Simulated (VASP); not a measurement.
# Ge (I4_1/amd) in VASP: further runs

Ge is run at these levels: PBE, LDA, PBEsol, PBEsol+D3(BJ); tasks: single point.

Everything below comes from runs of VASP 6.6.1. Logs are shortened: lines on timing, memory, paths and dates and some standing lists are left out, and cuts for length are marked.

## Step 1: The cell of the first run

Symmetry: I4_1/amd, No. 141, tetragonal system. Conventional cell: a = 5.149 Å, b = 5.149 Å, c = 2.795 Å, α = 90.00°, β = 90.00°, γ = 90.00°. Ge (site symmetry -4m2) has 10 Ge at 2.67 to 3.32 Å within 3.5 Å.

## Step 2: Single point, PBE, non-collinear spin, zero start, spin-orbit coupling

File INCAR:

```
ALGO = Normal ; EDIFF = 1E-7
ENCUT = 520 ; GGA = PE
GGA_COMPAT = False ; ISIF = 2
ISMEAR = -1 ; LASPH = True
LCHARG = True ; LORBIT = 11
LORBMOM = True ; LREAL = False
LSORBIT = True ; LVHAR = True
LWAVE = False ; MAGMOM = 0 0 0 0 0 0
NBANDS = 40 ; NELM = 150
PREC = Accurate ; SIGMA = 0.05
```

File KPOINTS:

```
k-points
0
Gamma
  8 8 8
```

File POSCAR:

```
Ge
1.0
   -2.5744897190      2.5744897190      1.3974126432
    2.5744897190     -2.5744897190      1.3974126432
    2.5744897190      2.5744897190     -1.3974126432
Ge
2
Direct
    0.5000000000      0.5000000000      0.0000000000
    0.2500000000      0.7500000000      0.5000000000
```

Potentials or basis: VASP PAW PBE potentials, release 64 (Ge_d).

On the command line:

```sh
cat potpaw_PBE.64/Ge_d/POTCAR > POTCAR
mpirun -np 1 vasp_ncl > vasp.out
```

OUTCAR:

```text
EDIFF = 1E-7
   ENCUT = 520
   GGA = PE
   ISIF = 2
   ISMEAR = -1
   LASPH = True
   LORBIT = 11
   LREAL = False
   LSORBIT = True
   NELM = 150
   PREC = Accurate

 ion  position               nearest neighbor table
   1  0.500  0.500  0.000-   2 2.67   2 2.67   2 2.67   2 2.67
   2  0.250  0.750  0.500-   1 2.67   1 2.67   1 2.67   1 2.67

  LATTYP: Found a body centered tetragonal cell.
 ALAT       =     5.1489794380
 C/A-ratio  =     0.5427920853

  Lattice vectors:

 A1 = (  -2.5744897190,   2.5744897190,   1.3974126432)
 A2 = (   2.5744897190,  -2.5744897190,   1.3974126432)
 A3 = (   2.5744897190,   2.5744897190,  -1.3974126432)

Analysis of symmetry for initial positions (statically):
=====================================================================
 Subroutine PRICEL returns:
 Original cell was already a primitive cell.

 Routine SETGRP: Setting up the symmetry group for a
 body centered tetragonal supercell.

 Subroutine GETGRP returns: Found 16 space group operations
 (whereof  8 operations were pure point group operations)
 out of a pool of 16 trial point group operations.

The static configuration has the point symmetry D_2d.
 The point group associated with its full space group is D_4h.

Analysis of symmetry for dynamics (positions and initial velocities):
=====================================================================
 Subroutine PRICEL returns:
 Original cell was already a primitive cell.

 Routine SETGRP: Setting up the symmetry group for a
 body centered tetragonal supercell.

 Subroutine GETGRP returns: Found 16 space group operations
 (whereof  8 operations were pure point group operations)
 out of a pool of 16 trial point group operations.

The dynamic configuration has the point symmetry D_2d.
 The point group associated with its full space group is D_4h.

Analysis of structural, dynamic, and magnetic symmetry:
=====================================================================
 Subroutine PRICEL returns:
 Original cell was already a primitive cell.

 Routine SETGRP: Setting up the symmetry group for a
 body centered tetragonal supercell.

 Subroutine GETGRP returns: Found 16 space group operations
 (whereof  8 operations were pure point group operations)
 out of a pool of 16 trial point group operations.

The overall configuration has the point symmetry D_2d.
 The point group associated with its full space group is D_4h.

 Subroutine INISYM returns: Found 16 space group operations
 (whereof  8 operations are pure point group operations),
 and found     1 'primitive' translations

----------------------------------------------------------------------------------------

                                     Primitive cell

  volume of cell :      37.0482

  direct lattice vectors                    reciprocal lattice vectors
    -2.574489719  2.574489719  1.397412643     0.000000000  0.194213244  0.357804119
     2.574489719 -2.574489719  1.397412643     0.194213244  0.000000000  0.357804119
     2.574489719  2.574489719 -1.397412643     0.194213244  0.194213244  0.000000000

  length of vectors
     3.899840602  3.899840602  3.899840602     0.407114937  0.407114937  0.274659004

  position of ions in fractional coordinates (direct lattice)
     0.500000000  0.500000000  0.000000000
     0.250000000  0.750000000  0.500000000

  ion indices of the primitive-cell ions
   primitive index   ion index
                 1           1
                 2           2

----------------------------------------------------------------------------------------

 KPOINTS: k-points

Automatic generation of k-mesh.
 Grid dimensions read from file:
 generate k-points for:    8    8    8

 Generating k-lattice:

  Cartesian coordinates                     Fractional coordinates (reciprocal lattice)
     0.000000000  0.024276656  0.044725515     0.125000000  0.000000000  0.000000000
     0.024276656  0.000000000  0.044725515     0.000000000  0.125000000  0.000000000
     0.024276656  0.024276656  0.000000000     0.000000000  0.000000000  0.125000000

  Length of vectors
     0.050889367  0.050889367  0.034332375

  Shift w.r.t. Gamma in fractional coordinates (k-lattice)
     0.000000000  0.000000000  0.000000000

 Subroutine IBZKPT returns following result:
 ===========================================

 Found     59 irreducible k-points:

 Following reciprocal coordinates:
            Coordinates               Weight
  0.000000  0.000000  0.000000      1.000000
  0.125000  0.000000 -0.000000      8.000000
  0.250000  0.000000 -0.000000      8.000000
  0.375000  0.000000  0.000000      8.000000
  0.500000  0.000000 -0.000000      4.000000
  0.125000  0.125000 -0.000000      8.000000
[... 16 lines left out ...]
  0.250000  0.125000  0.125000     16.000000
  0.375000  0.125000  0.125000      8.000000
[... 22 lines left out ...]
   NSW    =      0    number of steps for IOM
   IBRION =     -1    ionic relax: 0-MD 1-quasi-New 2-CG
   NFREE  =      0    steps in history (QN), initial steepest desc. (CG)
   ISIF   =      2    stress and relaxation
   ISYM   =      2    0-nonsym 1-usesym 2-fastsym
   POTIM  = 0.5000    time-step for ionic-motion
   TEBEG  =    0.0;   TEEND  =   0.0 temperature during run
   PSTRESS=    0.0 pullay stress
   NELECT =      28.0000    total number of electrons
   NUPDOWN=      -1.0000    fix difference up-down
   EMIN   =  10.00;   EMAX   =-10.00  energy-range for DOS
   EFERMI =   0.00;   METHOD = LEGACY
   ISMEAR =    -1;   SIGMA  =   0.05  broadening in eV -4-tet -1-fermi 0-gaus
   EFERMI_NEDOS =   21; number of points for ismear=-14 and -15
   IALGO  =     38    algorithm
   IMIX   =      4    mixing-type and parameters
     AMIX     =   0.40;   BMIX     =  1.00
     AMIX_MAG =   1.60;   BMIX_MAG =  1.00
  volume/ion in A,a.u.               =      18.52       125.01
  Fermi-wavevector in a.u.,A,eV,Ry     =   1.491209  2.817976 30.255333  2.223704
  Thomas-Fermi vector in A             =   2.603893
   LORBIT       =     11    0 simple, 1 ext, 2 COOP (PROOUT), +10 PAW based schemes
   GGA     = PE    functional components
   LHFCALC =     F    Hartree Fock is set to
   AEXX    =    0.0000 exact exchange contribution
   IVDW    =     0    specifies the selected vdW correction
   LEPSILON=     F    determine dielectric tensor
   LRPA    =     F    only Hartree local field effects (RPA)
  energy-cutoff  :      520.00
  volume of cell :       37.05
 maximum number of plane-waves:      2042
 NGX is ok and might be reduce to    30
   NGX = 15   NGY = 15   NGZ = 15

 number of electron      28.0000000 magnetization       0.0000000      0.0000000      0.0000000

 number of electron      28.0000028 magnetization      -0.0000000      0.0000000      0.0000000

 number of electron      28.0000028 magnetization       0.0000000     -0.0000000     -0.0000000

 Free energy of the ion-electron system (eV)
  ---------------------------------------------------
  ext. energy  EPLUGINS =         0.00000000
  ---------------------------------------------------
  free energy    TOTEN  =        -8.56090451 eV

  energy without entropy =       -8.55366676  energy(sigma->0) =       -8.55728563

 E-fermi :   6.7589     XC(G=0): -11.3200

 val. band max:        6.7013623612   @ k =  -0.2500   0.2500   0.2500
 cond. band min:       6.8267014635   @ k =   0.3750   0.3750   0.1250
 fundamental gap:      0.1253391023
 Fermi energy:         6.7588537131

 k-point     1 :       0.0000    0.0000    0.0000
  band No.  band energies     occupation
      1     -18.1956      1.00000
      2     -18.1956      1.00000
      3     -18.1869      1.00000
      4     -18.1869      1.00000
      5     -18.1677      1.00000
      6     -18.1677      1.00000
[... 1021 lines left out ...]
     39      16.7906      0.00000
     40      16.7906      0.00000

 [... further k-points ...]
[... 5 lines left out ...]
  --------------------------------------------------------------------------------------
  -------------------------------------------------------------------------------------
  Total        0.3505716      0.3505716      1.4358855      0.0000000      0.0000000      0.0000000
  in kB       15.1607395     15.1607395     62.0959692      0.0000000      0.0000000      0.0000000
  external PRESSURE =      30.8058161 kB  Pullay stress =       0.0000000 kB

 VOLUME and BASIS-vectors are now :
 -----------------------------------------------------------------------------
  energy-cutoff  :      520.00
  volume of cell :       37.05
      direct lattice vectors                 reciprocal lattice vectors
    -2.574489719  2.574489719  1.397412643     0.000000000  0.194213244  0.357804119
     2.574489719 -2.574489719  1.397412643     0.194213244  0.000000000  0.357804119
     2.574489719  2.574489719 -1.397412643     0.194213244  0.194213244  0.000000000

 POSITION                                       TOTAL-FORCE (eV/Angst)
 -----------------------------------------------------------------------------------
      0.00000      0.00000      1.39741         0.000000     -0.000000     -0.000000
      2.57449      0.00000      0.69871        -0.000000      0.000000      0.000000
 -----------------------------------------------------------------------------------
    total drift:                                0.000000     -0.000000      0.000000

  FREE ENERGIE OF THE ION-ELECTRON SYSTEM (eV)
  ---------------------------------------------------
  free  energy   TOTEN  =        -8.5609045057 eV

  energy  without entropy=       -8.5536667634  energy(sigma->0) =       -8.55728563

 orbital moment (x)

 # of ion     p       d       tot
 ----------------------------------------
  1        -0.000  -0.000  -0.000
  2        -0.000  -0.000  -0.000
 ----------------------------------------
           -0.000  -0.000  -0.000

 orbital moment (y)

 # of ion     p       d       tot
 ----------------------------------------
  1        -0.000  -0.000  -0.000
  2        -0.000  -0.000  -0.000
 ----------------------------------------
           -0.000  -0.000  -0.000

 orbital moment (z)

 # of ion     p       d       tot
 ----------------------------------------
  1         0.000   0.000   0.000
  2         0.000   0.000   0.000
 ----------------------------------------
            0.000   0.000   0.000

 Spin-Orbit-Coupling matrix elements

 Ion:    1  E_soc:     -0.0179799
 l=   1
     0.0000000    -0.0020474    -0.0020971
    -0.0020474     0.0000000    -0.0020474
    -0.0020971    -0.0020474     0.0000000
 l=   2
     0.0000000    -0.0001891     0.0000000    -0.0001891    -0.0007423
    -0.0001891     0.0000000    -0.0005591    -0.0001881    -0.0001857
     0.0000000    -0.0005591     0.0000000    -0.0005591     0.0000000
    -0.0001891    -0.0001881    -0.0005591     0.0000000    -0.0001857
    -0.0007423    -0.0001857     0.0000000    -0.0001857     0.0000000
 l=   3
     0.0000000     0.0000000     0.0000000     0.0000000     0.0000000     0.0000000     0.0000000
     0.0000000     0.0000000     0.0000000     0.0000000     0.0000000     0.0000000     0.0000000
     0.0000000     0.0000000     0.0000000     0.0000000     0.0000000     0.0000000     0.0000000
     0.0000000     0.0000000     0.0000000     0.0000000     0.0000000     0.0000000     0.0000000
     0.0000000     0.0000000     0.0000000     0.0000000     0.0000000     0.0000000     0.0000000
     0.0000000     0.0000000     0.0000000     0.0000000     0.0000000     0.0000000     0.0000000
     0.0000000     0.0000000     0.0000000     0.0000000     0.0000000     0.0000000     0.0000000

 Ion:    2  E_soc:     -0.0179799
 l=   1
     0.0000000    -0.0020474    -0.0020971
    -0.0020474     0.0000000    -0.0020474
    -0.0020971    -0.0020474     0.0000000
 l=   2
     0.0000000    -0.0001891     0.0000000    -0.0001891    -0.0007423
    -0.0001891     0.0000000    -0.0005591    -0.0001881    -0.0001857
     0.0000000    -0.0005591     0.0000000    -0.0005591     0.0000000
    -0.0001891    -0.0001881    -0.0005591     0.0000000    -0.0001857
    -0.0007423    -0.0001857     0.0000000    -0.0001857     0.0000000
 l=   3
     0.0000000     0.0000000     0.0000000     0.0000000     0.0000000     0.0000000     0.0000000
     0.0000000     0.0000000     0.0000000     0.0000000     0.0000000     0.0000000     0.0000000
     0.0000000     0.0000000     0.0000000     0.0000000     0.0000000     0.0000000     0.0000000
     0.0000000     0.0000000     0.0000000     0.0000000     0.0000000     0.0000000     0.0000000
     0.0000000     0.0000000     0.0000000     0.0000000     0.0000000     0.0000000     0.0000000
     0.0000000     0.0000000     0.0000000     0.0000000     0.0000000     0.0000000     0.0000000
     0.0000000     0.0000000     0.0000000     0.0000000     0.0000000     0.0000000     0.0000000

 total charge

# of ion       s       p       d       tot
------------------------------------------
    1        1.206   1.036  10.028  12.270
    2        1.206   1.036  10.028  12.270
--------------------------------------------------
tot          2.412   2.071  20.056  24.540

 magnetization (x)

# of ion       s       p       d       tot
------------------------------------------
    1        0.000   0.000   0.000   0.000
    2        0.000   0.000   0.000   0.000
--------------------------------------------------
tot          0.000   0.000   0.000   0.000

 magnetization (y)

# of ion       s       p       d       tot
------------------------------------------
    1        0.000   0.000   0.000   0.000
    2        0.000   0.000  -0.000  -0.000
--------------------------------------------------
tot          0.000   0.000  -0.000   0.000

 magnetization (z)

# of ion       s       p       d       tot
------------------------------------------
    1        0.000   0.000  -0.000   0.000
    2        0.000   0.000  -0.000   0.000
--------------------------------------------------
tot          0.000   0.000  -0.000   0.000
```

Run time: 4.4 min. Hardware: 1 thread of Intel Xeon 6975P-C, shared host; peak memory 0.34 GiB.

What came out:

```yaml
Free_energy: -8.5609 eV
Pressure: 3.1 GPa
Net_moment: 0.00 μB per cell
Valence_electrons_inside_the_program's_atomic_spheres: Ge 12.27
```

Moments on the atoms (μB; x, y, z):
```
Ge  0.00 0.00 0.00
Ge  0.00 0.00 0.00
```

## Step 3: Single point, LDA, non-collinear spin, zero start, spin-orbit coupling

File INCAR:

```
PREC = Accurate
ENCUT = 520
EDIFF = 1E-7
ISMEAR = -1
SIGMA = 0.05
LREAL = F
LASPH = T
NELM = 150
ALGO = Normal
ISIF = 2
LWAVE = F
LCHARG = F
MAGMOM = 0 0 0 0 0 0
LORBIT = 11
LSORBIT = T
GGA_COMPAT = F
LORBMOM = T
NBANDS = 40
```

File KPOINTS:

```
Automatic mesh
0
Gamma
  8 8 8
```

POSCAR is that of step 2.

Potentials or basis: VASP PAW LDA potentials, release 64 (Ge_d).

On the command line:

```sh
cat potpaw_LDA.64/Ge_d/POTCAR > POTCAR
mpirun -np 1 vasp_ncl > vasp.out
```

Wall time 3.9 min (1 thread of Intel Xeon 6975P-C, shared host); peak memory 0.29 GiB.

The run converged. Its results:

```yaml
Free_energy: -10.0210 eV
Pressure: -2.5 GPa
Net_moment: 0.00 μB per cell
Valence_electrons_inside_the_program's_atomic_spheres: Ge 12.29
```

Stress tensor (GPa, compression positive):
```
-4.10  0.00  0.00
 0.00 -4.10  0.00
 0.00  0.00  0.57
```

Moments on the atoms (μB; x, y, z):
```
Ge  0.00 0.00 0.00
Ge  0.00 0.00 0.00
```

(Part 1 of 3 ends here.)
